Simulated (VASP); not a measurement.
Write the native input for VASP 6.6.1 that does the following.

* Task: single point
* Functional: PBEsol
* Potentials or basis: VASP PAW PBE potentials, release 64 (Na_pv, Hg)
* Cutoff: 520 eV
* k mesh: 5 × 5 × 5
* Occupations: methfessel-paxton, width 0.05 eV
* Spin: no spin polarisation
* Dipole correction: no
* Further INCAR settings: ALGO = Normal; EDIFF = 1e-06; NBANDS = 30

The structure of NaHg3 lies in POSCAR:

```
NaHg3
1.0
    0.0000000000      3.6610780000      3.6610780000
    3.6610780000      0.0000000000      3.6610780000
    3.6610780000      3.6610780000      0.0000000000
Na Hg
1 3
Direct
    0.0000000000      0.0000000000      0.0000000000
    0.2500000000      0.2500000000      0.2500000000
    0.7500000000      0.7500000000      0.7500000000
    0.5136571797      0.5136571797      0.4863428203
```

One way to write it, as run:

INCAR

```
ALGO = Normal
EDIFF = 1E-6
ENCUT = 520
GGA = PS
ISIF = 2
ISMEAR = 1
LASPH = T
LCHARG = F
LREAL = F
LWAVE = F
NBANDS = 30
NELM = 100
PREC = Accurate
SIGMA = 0.05
```

KPOINTS

```
k-points
0
Gamma
  5 5 5
```

Potentials or basis: VASP PAW PBE potentials, release 64 (Na_pv, Hg).

The run is started by

```bash
$ cat potpaw_PBE.64/Na_pv/POTCAR potpaw_PBE.64/Hg/POTCAR > POTCAR
$ mpirun -np 1 vasp_std > vasp.out
```

Results of the run:

The pressure is -0.9 GPa. The largest force is 0.169 eV/Å.

Caveat: the PAW data sets were made with another functional, which shifts forces and pressure a little.

It took 92 s on 1 thread of AMD EPYC 7R13 Processor (Zen 3), with other jobs on the host, peak memory 0.22 GiB.
